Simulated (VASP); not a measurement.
**CuO: single point with r2SCAN**

CuO:

```
Cu O
1.0
     4.11950   -0.00003    0.00001
    -0.00003    4.11954    0.00001
     0.00001    0.00001    3.84674
Cu O
3 3
Direct
  0.99999 0.00000 0.00000
  0.00002 0.50000 0.50000
  0.50000 0.00000 0.50000
  0.00000 0.50000 0.00000
  0.49999 0.00000 0.00000
  0.99999 0.00000 0.50000
```

```yaml
Program: VASP 6.6.1
Task: single point
Functional: r2SCAN
Potentials_or_basis: VASP PAW PBE potentials, release 64 (Cu, O)
Cutoff: 520 eV
k_mesh: 7 × 7 × 7
Occupations: fermi-dirac, width 0.05 eV
Spin: no spin polarisation
```

| Quantity | Value |
| --- | --- |
| Pressure | 0.9 GPa |
| Band gap on the k mesh | zero (an odd number of electrons rules out a gap without spin polarisation) |

Stress tensor (GPa, compression positive):
```
0.47 0.00 0.00
0.00 0.46 0.00
0.00 0.00 1.70
```

Levels at points of the mesh, in eV from the Fermi level:
```
           k point  band 23  band 24  band 25  band 26  band 27  band 28  band 29  band 30
(0.00, 0.00, 0.00)    -1.73    -1.68    -1.68    -1.50    -1.39     1.73     6.95     8.47
```

It took 8.8 min on 1 thread of Intel(R) Xeon(R) Platinum 8488C (Sapphire Rapids), on a shared host, peak memory 0.3 GiB.

Caveat: the PAW data sets were made with another functional, which shifts forces and pressure a little; an odd number of electrons without spin polarisation forces a metal; a magnetic or distorted state may lie lower; semilocal functionals often make such compounds metallic where correlation or magnetic order opens a gap, which also shifts bond lengths. With open d or f shells a metallic result of r2SCAN can be an artefact of self-interaction; +U or a hybrid may open a gap.
